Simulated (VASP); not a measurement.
A run of VASP 6.6.1 is set up as follows.

File POSCAR:

```
BAs
1.0
    0.0000000000      2.3918676044      2.3387681436
    2.3918676044      0.0000000000      2.3387681436
    2.3918676044      2.3918676044      0.0000000000
B As
1 1
Direct
    0.0000000000      0.0000000000      0.0000000000
    0.2500000000      0.2500000000      0.2500000000
```

INCAR.step1

```
PREC     = Accurate       # precision mode
ENCUT    = 420            # plane-wave cutoff, eV
EDIFF    = 1E-5           # SCF threshold, eV
ISMEAR   = 0              # smearing method
SIGMA    = 0.01           # smearing width, eV
LREAL    = F              # projectors in reciprocal space
LASPH    = T              # aspherical terms in the spheres
NELM     = 120            # most SCF steps
ALGO     = Normal         # electronic algorithm
ISIF     = 2              # what is computed and relaxed
LWAVE    = T              # write WAVECAR
NBANDS   = 11             # bands
GGA      = PE             # functional
GGA_COMPAT= F
```

File INCAR.step2:

```
PREC     = Accurate       # precision mode
ENCUT    = 420            # plane-wave cutoff, eV
EDIFF    = 1E-6           # SCF threshold, eV
ISMEAR   = 0              # smearing method
SIGMA    = 0.01           # smearing width, eV
LREAL    = F              # projectors in reciprocal space
LASPH    = T              # aspherical terms in the spheres
NELM     = 120            # most SCF steps
ALGO     = Normal         # electronic algorithm
ISIF     = 2              # what is computed and relaxed
LWAVE    = F              # write WAVECAR
LCHARG   = T              # write CHGCAR
GGA      = PE             # functional
LHFCALC  = T              # exact exchange
HFSCREEN = 0.2079         # screening, 1/A
PRECFOCK = Normal       
LELF     = T              # ELF
LVHAR    = T            
NBANDS   = 11             # bands
ISTART   = 1            
GGA_COMPAT= F
```

The input KPOINTS:

```
regular mesh
0
Gamma
  6 6 6
```

Potentials or basis: VASP PAW PBE potentials, release 64 (B, As).

Run with:

```sh
$ cat potpaw_PBE.64/B/POTCAR potpaw_PBE.64/As/POTCAR > POTCAR
$ cp INCAR.step1 INCAR
$ mpirun -np 1 vasp_std > vasp.out
$ cp INCAR.step2 INCAR
$ mpirun -np 1 vasp_std > vasp.out
```

Task: Predict the band gap on the k mesh.

Result: 1.58 eV (least direct gap 3.89 eV).

Task: Estimate the pressure.

Result: 2.2 GPa.

Stress tensor (GPa, compression positive):
```
0.55 0.00 0.00
0.00 0.55 0.00
0.00 0.00 5.47
```

Caveat: the cell differs from its parent crystal (uniaxial z strain -2.2%); the PAW data sets were made with another functional, which shifts forces and pressure a little. A k mesh can miss the band edges.
